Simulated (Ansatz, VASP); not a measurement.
**PbS: VASP beside Ansatz**

```
CELL_PARAMETERS angstrom
0.00000 3.03912 2.81675
3.03912 0.00000 2.81675
3.03912 3.03912 0.00000
ATOMIC_POSITIONS crystal
Pb 0.00000 0.00000 0.00000
S 0.50000 0.50000 0.50000
```

Change from the starting cell: strain +0.025 along x and y, -0.050 along z, atoms carried along.

Alike in both runs: task single point; functional r2SCAN; k mesh 8 × 8 × 8; occupations gaussian, width 0.05 eV; no spin polarisation.

|  | VASP | Ansatz |
| --- | --- | --- |
| version | VASP 6.6.1 | Ansatz 0.2.0 |
| potentials or method | VASP PAW PBE potentials, release 64 (Pb_d, S), cutoff 550 eV | scalar-relativistic, plane waves, PAW |
| valence electrons in the cell | 20 | 20 |

|  | VASP | Ansatz | Ansatz less VASP |
| --- | --- | --- | --- |
| gap on the k mesh at the Fermi level (eV) | 0.43 | 0.42 | -0.010 |
| least direct gap on the mesh (eV) | 0.43 | 0.42 | -0.010 |
| pressure (GPa) | 2.5 | 2.5 | 0.00 |
| traceless stress, the component that is largest in VASP (GPa) | 7.96 | 7.93 | -0.028 |

VASP's potentials were made for PBE, not for r2SCAN.

Spin-orbit coupling is off throughout.
